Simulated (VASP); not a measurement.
# As in VASP: notebook

The runs below take As through single point, with LDA.

Everything below comes from runs of VASP 6.6.1. Logs are shortened: lines on timing, memory, paths and dates and some standing lists are left out, and cuts for length are marked.

### Step 1. The cell of the first run

The cell holds a slab with vacuum, 2 atoms: a = 3.520 Å, b = 3.520 Å, c = 28.000 Å, α = 90.00°, β = 90.00°, γ = 120.00°.

### Step 2. Single point, LDA

INCAR reads:

```
SYSTEM = As
PREC = Accurate
ENCUT = 520
EDIFF = 1E-6
ISMEAR = 0
SIGMA = 0.02
LREAL = .False.
LASPH = .True.
NELM = 60
ALGO = Normal
ISIF = 2
LWAVE = .False.
LCHARG = .False.
LDIPOL = .True.
IDIPOL = 3
DIPOL = 0.5 0.5 0.500
GGA = CA
NBANDS = 12
```

KPOINTS reads:

```
regular mesh
0
Gamma
  9 9 1
  0 0 0
```

POSCAR reads:

```
As
1.0
    3.5200000000      0.0000000000      0.0000000000
   -1.7600000000      3.0484094213      0.0000000000
    0.0000000000      0.0000000000     28.0000000000
As
2
Direct
    0.3333333333      0.6666666667      0.5052857143
    0.6666666667      0.3333333333      0.4947142857
```

Potentials or basis: VASP PAW LDA potentials, release 64 (As).

On the command line:

```
$ cat potpaw_LDA.64/As/POTCAR > POTCAR
$ mpirun -np 1 vasp_std > vasp.out
```

OUTCAR:

```text
SYSTEM = As
   PREC = Accurate
   ENCUT = 520
   EDIFF = 1E-6
   ISMEAR = 0
   LREAL = .False.
   LASPH = .True.
   NELM = 60
   ISIF = 2
   GGA = CA

 ion  position               nearest neighbor table
   1  0.333  0.667  0.505-   2 2.05   2 2.05   2 2.05
   2  0.667  0.333  0.495-   1 2.05   1 2.05   1 2.05

  LATTYP: Found a hexagonal cell.
 ALAT       =     3.5200000000
 C/A-ratio  =     7.9545454545

  Lattice vectors:

 A1 = (   3.5200000000,   0.0000000000,   0.0000000000)
 A2 = (  -1.7600000000,   3.0484094213,   0.0000000000)
 A3 = (   0.0000000000,   0.0000000000,  28.0000000000)

Analysis of symmetry for initial positions (statically):
=====================================================================
 Subroutine PRICEL returns:
 Original cell was already a primitive cell.

 Routine SETGRP: Setting up the symmetry group for a
 hexagonal supercell.

 Subroutine GETGRP returns: Found 12 space group operations
 (whereof 12 operations were pure point group operations)
 out of a pool of 24 trial point group operations.

The static configuration has the point symmetry D_3d.

Analysis of symmetry for dynamics (positions and initial velocities):
=====================================================================
 Subroutine PRICEL returns:
 Original cell was already a primitive cell.

 Routine SETGRP: Setting up the symmetry group for a
 hexagonal supercell.

 Subroutine GETGRP returns: Found 12 space group operations
 (whereof 12 operations were pure point group operations)
 out of a pool of 24 trial point group operations.

The dynamic configuration has the point symmetry D_3d.

 Subroutine INISYM returns: Found 12 space group operations
 (whereof 12 operations are pure point group operations),
 and found     1 'primitive' translations

----------------------------------------------------------------------------------------

                                     Primitive cell

  volume of cell :     300.4512

  direct lattice vectors                    reciprocal lattice vectors
     3.520000000  0.000000000  0.000000000     0.284090909  0.164019963  0.000000000
    -1.760000000  3.048409421  0.000000000     0.000000000  0.328039926  0.000000000
     0.000000000  0.000000000 28.000000000     0.000000000  0.000000000  0.035714286

  length of vectors
     3.520000000  3.520000000 28.000000000     0.328039926  0.328039926  0.035714286

  position of ions in fractional coordinates (direct lattice)
     0.333333333  0.666666667  0.505285714
     0.666666667  0.333333333  0.494714286

  ion indices of the primitive-cell ions
   primitive index   ion index
                 1           1
                 2           2

----------------------------------------------------------------------------------------

 KPOINTS: regular mesh

Automatic generation of k-mesh.
 Grid dimensions read from file:
 generate k-points for:    9    9    1

 Generating k-lattice:

  Cartesian coordinates                     Fractional coordinates (reciprocal lattice)
     0.031565657  0.018224440  0.000000000     0.111111111  0.000000000  0.000000000
     0.000000000  0.036448881  0.000000000     0.000000000  0.111111111  0.000000000
     0.000000000  0.000000000  0.035714286     0.000000000  0.000000000  1.000000000

  Length of vectors
     0.036448881  0.036448881  0.035714286

  Shift w.r.t. Gamma in fractional coordinates (k-lattice)
     0.000000000  0.000000000  0.000000000

 Subroutine IBZKPT returns following result:
 ===========================================

 Found     12 irreducible k-points:

 Following reciprocal coordinates:
            Coordinates               Weight
  0.000000  0.000000  0.000000      1.000000
  0.111111 -0.000000  0.000000      6.000000
  0.222222  0.000000  0.000000      6.000000
  0.333333  0.000000  0.000000      6.000000
  0.444444  0.000000  0.000000      6.000000
  0.111111  0.111111  0.000000      6.000000
  0.222222  0.111111  0.000000     12.000000
  0.333333  0.111111  0.000000     12.000000
  0.444444  0.111111  0.000000      6.000000
  0.222222  0.222222  0.000000      6.000000
  0.333333  0.222222  0.000000     12.000000
  0.333333  0.333333  0.000000      2.000000
   k-points           NKPTS =     12   k-points in BZ     NKDIM =     12   number of bands    NBANDS=     12
   number of dos      NEDOS =    301   number of ions     NIONS =      2
   total plane-waves  NPLWV = 164640
   dimension x,y,z NGX =    28 NGY =   28 NGZ =  210
   dimension x,y,z NGXF=    56 NGYF=   56 NGZF=  420
   ions per type =               2
   NGX,Y,Z   is equivalent  to a cutoff of  13.22, 13.22, 12.47 a.u.
   NGXF,Y,Z  is equivalent  to a cutoff of  26.45, 26.45, 24.94 a.u.
 SYSTEM =  As
   PREC   = accura    normal or accurate (medium, high low for compatibility)
   ISTART =      0    job   : 0-new  1-cont  2-samecut
   ICHARG =      2    charge: 1-file 2-atom 10-const
   ISPIN  =      1    spin polarized calculation?
   LNONCOLLINEAR =      F non collinear calculations
   LSORBIT =      F    spin-orbit coupling
   LASPH  =      T    aspherical Exc in radial PAW
   ENCUT  =  520.0 eV  38.22 Ry    6.18 a.u.   6.54  6.54 52.06*2*pi/ulx,y,z
   NELM   =     60;   NELMIN=  2; NELMDL= -5     # of ELM steps
   EDIFF  = 0.1E-05   stopping-criterion for ELM
   LREAL  =      F    real-space projection
   EDIFFG = 0.1E-04   stopping-criterion for IOM
   NSW    =      0    number of steps for IOM
   IBRION =     -1    ionic relax: 0-MD 1-quasi-New 2-CG
   NFREE  =      0    steps in history (QN), initial steepest desc. (CG)
   ISIF   =      2    stress and relaxation
   ISYM   =      2    0-nonsym 1-usesym 2-fastsym
   POTIM  = 0.5000    time-step for ionic-motion
   TEBEG  =    0.0;   TEEND  =   0.0 temperature during run
   PSTRESS=    0.0 pullay stress
   NELECT =      10.0000    total number of electrons
   NUPDOWN=      -1.0000    fix difference up-down
   EMIN   =  10.00;   EMAX   =-10.00  energy-range for DOS
   EFERMI =   0.00;   METHOD = LEGACY
   ISMEAR =     0;   SIGMA  =   0.02  broadening in eV -4-tet -1-fermi 0-gaus
   EFERMI_NEDOS =   21; number of points for ismear=-14 and -15
   IALGO  =     38    algorithm
   IMIX   =      4    mixing-type and parameters
     AMIX     =   0.40;   BMIX     =  1.00
     AMIX_MAG =   1.60;   BMIX_MAG =  1.00
  volume/ion in A,a.u.               =     150.23      1013.77
  Fermi-wavevector in a.u.,A,eV,Ry     =   0.526603  0.995136  3.773044  0.277311
  Thomas-Fermi vector in A             =   1.547375
   LORBIT       =      0    0 simple, 1 ext, 2 COOP (PROOUT), +10 PAW based schemes
   GGA     = CA    functional components
   LHFCALC =     F    Hartree Fock is set to
   AEXX    =    0.0000 exact exchange contribution
   IVDW    =     0    specifies the selected vdW correction
   LEPSILON=     F    determine dielectric tensor
   LRPA    =     F    only Hartree local field effects (RPA)
 non-spin polarized calculation
 Gauss-broadening in eV      SIGMA  =   0.02
  energy-cutoff  :      520.00
  volume of cell :      300.45
 maximum number of plane-waves:      8205
 NGX is ok and might be reduce to    28
   NGX = 13   NGY = 13   NGZ =105

 number of electron      10.0000000 magnetization

 dipolmoment           0.000000      0.000000     -0.000000 electrons x Angstroem

 Free energy of the ion-electron system (eV)
  ---------------------------------------------------
  ext. energy  EPLUGINS =         0.00000000
  ---------------------------------------------------
  free energy    TOTEN  =        -5.71933921 eV

  energy without entropy =       -5.71766754  energy(sigma->0) =       -5.71850337

 E-fermi :  -2.6479     XC(G=0):  -1.7205

 val. band max:       -2.6478852977   @ k =   0.3333   0.1111   0.0000
 cond. band min:      -2.3684999695   @ k =   0.2222   0.1111   0.0000
 fundamental gap:      0.2793853282
 Fermi energy:        -2.6478852977

 k-point     1 :       0.0000    0.0000    0.0000
  band No.  band energies     occupation
      1     -20.6296      2.00000
      2      -9.1358      2.00000
      3      -7.3359      2.00000
      4      -7.3359      2.00000
      5      -4.1365      2.00000
      6      -1.1771      0.00000
      7      -1.1771      0.00000
      8      -0.9917      0.00000
      9       1.0496      0.00000
     10       1.3800      0.00000
     11       1.7728      0.00000
     12       1.8425      0.00000

 k-point     2 :       0.1111   -0.0000    0.0000
  band No.  band energies     occupation
      1     -20.4478      2.00000
      2      -9.1805      2.00000
      3      -8.6602      2.00000
      4      -7.6959      2.00000
      5      -3.0653      2.00000
      6      -1.0404      0.00000
      7      -0.8679      0.00000
      8      -0.4568      0.00000
      9       1.2428      0.00000
     10       1.5623      0.00000
     11       1.8602      0.00000
     12       1.9707      0.00000

 k-point     3 :       0.2222    0.0000    0.0000
  band No.  band energies     occupation
      1     -19.9087      2.00000
      2     -11.3306      2.00000
      3      -8.4099      2.00000
      4      -8.3448      2.00000
      5      -3.1864      2.00000
      6      -0.8890      0.00000
      7       0.6661      0.00000
      8       1.2500      0.00000
      9       1.3171      0.00000
     10       1.8260      0.00000
     11       2.1950      0.00000
     12       2.5626      0.00000

 k-point     4 :       0.3333    0.0000    0.0000
  band No.  band energies     occupation
      1     -19.0446      2.00000
      2     -13.5281      2.00000
      3      -9.0336      2.00000
      4      -7.5055      2.00000
      5      -3.7531      2.00000
      6      -2.1997      0.00000
      7       1.1787      0.00000
      8       2.7601      0.00000
      9       3.1879      0.00000
     10       3.5265      0.00000
     11       3.5324      0.00000
     12       3.7106      0.00000

 k-point     5 :       0.4444    0.0000    0.0000
  band No.  band energies     occupation
      1     -18.0428      2.00000
      2     -15.2221      2.00000
      3      -9.3769      2.00000
      4      -6.5720      2.00000
      5      -4.0599      2.00000
      6      -3.6478      2.00000
      7       2.3132      0.00000
      8       3.6868      0.00000
      9       4.1711      0.00000
     10       4.5808      0.00000
     11       4.5826      0.00000
     12       4.7192      0.00000

 k-point     6 :       0.1111    0.1111    0.0000
  band No.  band energies     occupation
      1     -20.0870      2.00000
      2     -10.6202      2.00000
      3      -8.5089      2.00000
      4      -8.4419      2.00000
      5      -2.1128      0.00000
      6      -1.2450      0.00000
      7      -0.7667      0.00000
      8       1.1688      0.00000
      9       1.5071      0.00000
     10       1.6375      0.00000
     11       1.9995      0.00000
     12       2.3643      0.00000

 k-point     7 :       0.2222    0.1111    0.0000
  band No.  band energies     occupation
      1     -19.3801      2.00000
      2     -12.6345      2.00000
      3      -9.3607      2.00000
      4      -7.8197      2.00000
      5      -2.3685      0.00000
      6      -1.5408      0.00000
      7       0.4725      0.00000
      8       1.0390      0.00000
      9       2.3220      0.00000
     10       2.7904      0.00000
     11       3.0964      0.00000
     12       3.3410      0.00000

 k-point     8 :       0.3333    0.1111    0.0000
  band No.  band energies     occupation
      1     -18.3958      2.00000
      2     -14.5230      2.00000
      3      -9.9656      2.00000
      4      -6.8653      2.00000
      5      -3.2059      2.00000
      6      -2.6479      1.00000
      7       1.8261      0.00000
      8       2.5818      0.00000
      9       3.2086      0.00000
     10       3.8333      0.00000
     11       3.9875      0.00000
     12       4.4054      0.00000

 k-point     9 :       0.4444    0.1111    0.0000
  band No.  band energies     occupation
      1     -17.6578      2.00000
      2     -15.5778      2.00000
      3     -10.1716      2.00000
      4      -6.1843      2.00000
      5      -4.0503      2.00000
      6      -2.8784      2.00000
      7       2.2987      0.00000
      8       3.2649      0.00000
      9       3.5378      0.00000
     10       5.1667      0.00000
     11       5.3267      0.00000
     12       5.5758      0.00000

 k-point    10 :       0.2222    0.2222    0.0000
  band No.  band energies     occupation
      1     -18.5292      2.00000
      2     -14.0837      2.00000
      3     -10.5472      2.00000
      4      -6.9799      2.00000
      5      -2.7997      2.00000
      6      -0.2649      0.00000
      7       0.1728      0.00000
      8       1.7628      0.00000
      9       1.9460      0.00000
     10       3.5924      0.00000
     11       3.7874      0.00000
     12       4.2052      0.00000

 k-point    11 :       0.3333    0.2222    0.0000
  band No.  band energies     occupation
      1     -17.4938      2.00000
      2     -15.4700      2.00000
      3     -11.1956      2.00000
      4      -5.9828      2.00000
      5      -4.0262      2.00000
      6      -0.3585      0.00000
      7       1.2466      0.00000
      8       2.6945      0.00000
      9       2.9406      0.00000
     10       4.8505      0.00000
     11       4.9748      0.00000
     12       5.1811      0.00000

 k-point    12 :       0.3333    0.3333    0.0000
  band No.  band energies     occupation
      1     -16.4649      2.00000
      2     -16.4649      2.00000
      3     -11.7053      2.00000
      4      -4.9884      2.00000
      5      -4.9884      2.00000
      6       0.7340      0.00000
      7       2.3312      0.00000
      8       2.3312      0.00000
      9       2.9504      0.00000
     10       4.4675      0.00000
     11       4.4675      0.00000
     12       5.7018      0.00000

------------------------ aborting loop because EDIFF is reached ----------------------------------------

 vacuum level on the upper side and lower side of the slab       (xc-potential included)        -0.007        -0.007

  FORCE on cell =-STRESS in cart. coord.  units (eV):
  Direction    XX          YY          ZZ          XY          YZ          ZX
  --------------------------------------------------------------------------------------
  -------------------------------------------------------------------------------------
  Total       21.6009277     21.6009277      1.0012858      0.0000000      0.0000000      0.0000000
  in kB      115.1884664    115.1884664      5.3394270      0.0000000      0.0000000      0.0000000
  external PRESSURE =      78.5721199 kB  Pullay stress =       0.0000000 kB

 VOLUME and BASIS-vectors are now :
 -----------------------------------------------------------------------------
  energy-cutoff  :      520.00
  volume of cell :      300.45
      direct lattice vectors                 reciprocal lattice vectors
     3.520000000  0.000000000  0.000000000     0.284090909  0.164019963  0.000000000
    -1.760000000  3.048409421  0.000000000     0.000000000  0.328039926  0.000000000
     0.000000000  0.000000000 28.000000000     0.000000000  0.000000000  0.035714286

 POSITION                                       TOTAL-FORCE (eV/Angst)
 -----------------------------------------------------------------------------------
     -0.00000      2.03227     14.14800         0.000000      0.000000      3.391974
      1.76000      1.01614     13.85200         0.000000     -0.000000     -3.391974
 -----------------------------------------------------------------------------------
    total drift:                               -0.000000      0.000000      0.000000

  FREE ENERGIE OF THE ION-ELECTRON SYSTEM (eV)
  ---------------------------------------------------
  free  energy   TOTEN  =        -5.7193392092 eV

  energy  without entropy=       -5.7176675364  energy(sigma->0) =       -5.71850337

 vacuum level on the upper side and lower side of the slab         1.380         1.380
```

Wall time 55 s (1 thread of Intel Xeon Platinum 8488C (Sapphire Rapids), shared host); peak memory 0.3 GiB.

Results:

```
Free energy            : -5.7193 eV
Largest force          : 3.392 eV/Å
Band gap on the k mesh : zero (band 5 reaches -2.11 eV, above the bottom of band 6 at -3.65 eV)
```

Forces on the atoms (eV/Å):
```
As   0.000  0.000  3.392
As   0.000  0.000 -3.392
```

(Part 1 of 2 ends here.)
